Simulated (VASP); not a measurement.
# Si3N4 (I-43d) in VASP: further runs, part 2 of 2

VASP 6.6.1. Earlier steps stand in the parts before.

## 5. Single point, r2SCAN

This run uses another cell than the first one, of 9.74 Å³/atom.

POSCAR

```
Si3N4
1.0
   -3.2424317400      3.2424317400      3.2424317400
    3.2424317400     -3.2424317400      3.2424317400
    3.2424317400      3.2424317400     -3.2424317400
Si N
6 8
Direct
    0.2500000000      0.1250000000      0.8750000000
    0.8750000000      0.2500000000      0.1250000000
    0.7500000000      0.3750000000      0.6250000000
    0.6250000000      0.7500000000      0.3750000000
    0.1250000000      0.8750000000      0.2500000000
    0.3750000000      0.6250000000      0.7500000000
    0.5638870016      0.5638870016      0.5638870016
    0.4361129984      0.5000000000      0.0000000000
    0.5000000000      0.0000000000      0.9361129984
    0.0000000000      0.4361129984      0.5000000000
    0.9361129984      0.5000000000      0.0000000000
    0.0638870016      0.0638870016      0.0638870016
    0.0000000000      0.9361129984      0.5000000000
    0.5000000000      0.0000000000      0.4361129984
```

INCAR.step1

```
SYSTEM = Si3N4
PREC     = Accurate       ! precision mode
ENCUT    = 520            ! plane-wave cutoff, eV
ISMEAR   = -1             ! smearing method
SIGMA    = 0.02           ! smearing width, eV
LREAL    = .False.        ! projectors in reciprocal space
LASPH    = .True.         ! aspherical terms in the spheres
NELM     = 80             ! most SCF steps
NBANDS   = 45             ! bands
GGA      = PE             ! functional
ALGO     = Normal         ! electronic algorithm
EDIFF    = 1E-4           ! SCF threshold, eV
LWAVE    = .True.         ! write WAVECAR
LCHARG   = .False.        ! write CHGCAR
```

INCAR.step2

```
SYSTEM = Si3N4
PREC     = Accurate       ! precision mode
ENCUT    = 520            ! plane-wave cutoff, eV
EDIFF    = 1E-6           ! SCF threshold, eV
ISMEAR   = -1             ! smearing method
SIGMA    = 0.02           ! smearing width, eV
LREAL    = .False.        ! projectors in reciprocal space
LASPH    = .True.         ! aspherical terms in the spheres
NELM     = 80             ! most SCF steps
ALGO     = Normal         ! electronic algorithm
ISIF     = 2              ! what is computed and relaxed
LWAVE    = .False.        ! write WAVECAR
LCHARG   = .False.        ! write CHGCAR
METAGGA  = R2SCAN         ! meta-GGA
LMIXTAU  = .True.       
NBANDS   = 45             ! bands
ISTART   = 1
```

KPOINTS

```
regular mesh
0
Gamma
  6 6 6
  0 0 0
```

Potentials or basis: VASP PAW PBE potentials, release 64 (Si, N).

Run with:

```sh
cat potpaw_PBE.64/Si/POTCAR potpaw_PBE.64/N/POTCAR > POTCAR
cp INCAR.step1 INCAR
mpirun -np 1 vasp_std > vasp.out
cp INCAR.step2 INCAR
mpirun -np 1 vasp_std > vasp.out
```

OUTCAR:

```text
SYSTEM = Si3N4
   PREC = Accurate
   ENCUT = 520
   EDIFF = 1E-6
   ISMEAR = -1
   LREAL = .False.
   LASPH = .True.
   NELM = 80
   ISIF = 2
   METAGGA = R2SCAN
   ISTART = 1

 ion  position               nearest neighbor table
   1  0.250  0.125  0.875-   8 1.75   9 1.75  13 1.75  12 1.75   2 3.03   5 3.03   2 3.03   4 3.03
                             4 3.03   5 3.03   6 3.03   6 3.03
   2  0.875  0.250  0.125-   9 1.75  10 1.75  12 1.75  11 1.75   5 3.03   1 3.03   3 3.03   5 3.03
                             3 3.03   1 3.03   6 3.03   6 3.03
   3  0.750  0.375  0.625-  14 1.75  11 1.75   7 1.75  10 1.75   6 3.03   2 3.03   4 3.03   6 3.03
                             2 3.03   4 3.03   5 3.03   5 3.03
   4  0.625  0.750  0.375-  13 1.75   8 1.75  14 1.75   7 1.75   3 3.03   6 3.03   3 3.03   1 3.03
                             1 3.03   6 3.03   5 3.03   5 3.03
   5  0.125  0.875  0.250-  11 1.75  12 1.75  13 1.75  14 1.75   1 3.03   2 3.03   2 3.03   4 3.03
                             3 3.03   1 3.03   3 3.03   4 3.03
   6  0.375  0.625  0.750-  10 1.75   8 1.75   9 1.75   7 1.75   3 3.03   4 3.03   3 3.03   4 3.03
[... 971 lines left out ...]

  FORCE on cell =-STRESS in cart. coord.  units (eV):
  Direction    XX          YY          ZZ          XY          YZ          ZX
  --------------------------------------------------------------------------------------
  -------------------------------------------------------------------------------------
  Total       -4.5344036     -4.5344036     -4.5344036      0.0000000      0.0000000      0.0000000
  in kB      -53.2792670    -53.2792670    -53.2792670      0.0000000      0.0000000      0.0000000
  external PRESSURE =     -53.2792670 kB  Pullay stress =       0.0000000 kB

 VOLUME and BASIS-vectors are now :
 -----------------------------------------------------------------------------
  energy-cutoff  :      520.00
  volume of cell :      136.36
      direct lattice vectors                 reciprocal lattice vectors
    -3.242431740  3.242431740  3.242431740     0.000000000  0.154205251  0.154205251
     3.242431740 -3.242431740  3.242431740     0.154205251  0.000000000  0.154205251
     3.242431740  3.242431740 -3.242431740     0.154205251  0.154205251  0.000000000

 POSITION                                       TOTAL-FORCE (eV/Angst)
 -----------------------------------------------------------------------------------
      2.43182      3.24243     -1.62122         0.000000      0.000000      0.000000
     -1.62122      2.43182      3.24243         0.000000      0.000000      0.000000
      0.81061      3.24243      1.62122         0.000000      0.000000      0.000000
      1.62122      0.81061      3.24243         0.000000      0.000000      0.000000
      3.24243     -1.62122      2.43182         0.000000      0.000000      0.000000
      3.24243      1.62122      0.81061         0.000000      0.000000      0.000000
      1.82837      1.82837      1.82837         0.000361      0.000361      0.000361
      0.20715     -0.20715      3.03528         0.000361     -0.000361     -0.000361
      1.41407      4.65650     -1.41407        -0.000361     -0.000361      0.000361
      3.03528      0.20715     -0.20715        -0.000361      0.000361     -0.000361
     -1.41407      1.41407      4.65650         0.000361     -0.000361     -0.000361
      0.20715      0.20715      0.20715         0.000361      0.000361      0.000361
      4.65650     -1.41407      1.41407        -0.000361      0.000361     -0.000361
     -0.20715      3.03528      0.20715        -0.000361     -0.000361      0.000361
 -----------------------------------------------------------------------------------
    total drift:                               -0.000001     -0.000001     -0.000001

  FREE ENERGIE OF THE ION-ELECTRON SYSTEM (eV)
  ---------------------------------------------------
  free  energy   TOTEN  =      -142.7282752820 eV

  energy  without entropy=     -142.7282752820  energy(sigma->0) =     -142.72827528
```

OUTCAR.step1:

```text
SYSTEM = Si3N4
   PREC = Accurate
   ENCUT = 520
   ISMEAR = -1
   LREAL = .False.
   LASPH = .True.
[... 1018 lines left out ...]
      0.20715      0.20715      0.20715        -0.022412     -0.022412     -0.022412
      4.65650     -1.41407      1.41407         0.022412     -0.022412      0.022412
     -0.20715      3.03528      0.20715         0.022412      0.022412     -0.022412
 -----------------------------------------------------------------------------------
    total drift:                                0.000001      0.000001      0.000001

  FREE ENERGIE OF THE ION-ELECTRON SYSTEM (eV)
  ---------------------------------------------------
  free  energy   TOTEN  =      -113.1499939867 eV

  energy  without entropy=     -113.1499939867  energy(sigma->0) =     -113.14999399
```

Run time: 2.9 min. Hardware: 1 thread of Intel Xeon 6975P-C (Granite Rapids), shared host; peak memory 0.31 GiB.

What came out:

- Free energy: -142.7283 eV
- Pressure: -5.3 GPa
- Band gap on the k mesh: 4.66 eV (least direct gap 4.86 eV)

Caveat: the cell stands under tension; the PAW data sets were made with another functional, which shifts forces and pressure a little.

## 6. Summary

| cell | gap on the mesh (eV) | pressure (GPa) |
| --- | --- | --- |
| a = 5.542 Å, angles 109.5°, 14 atoms, atomic positions A | 4.83 | 5.7 |
| a = 5.579 Å, angles 109.5°, 14 atoms, atomic positions A | 4.75 | -0.1 |
| a = 5.616 Å, angles 109.5°, 14 atoms, atomic positions B | 4.66 | -5.3 |

Alike in all rows: task single point; level r2SCAN; potentials or basis VASP PAW PBE potentials, release 64 (Si, N); no spin polarisation; k mesh 6 × 6 × 6; cutoff (eV) 520; smearing fermi-dirac 0.02 eV.

Caveats: the PAW data sets were made with another functional, which shifts forces and pressure a little; the cell stands under pressure (at least some runs); the cell stands under tension (at least some runs).

Absolute energies hang on the potentials; compare differences alone.
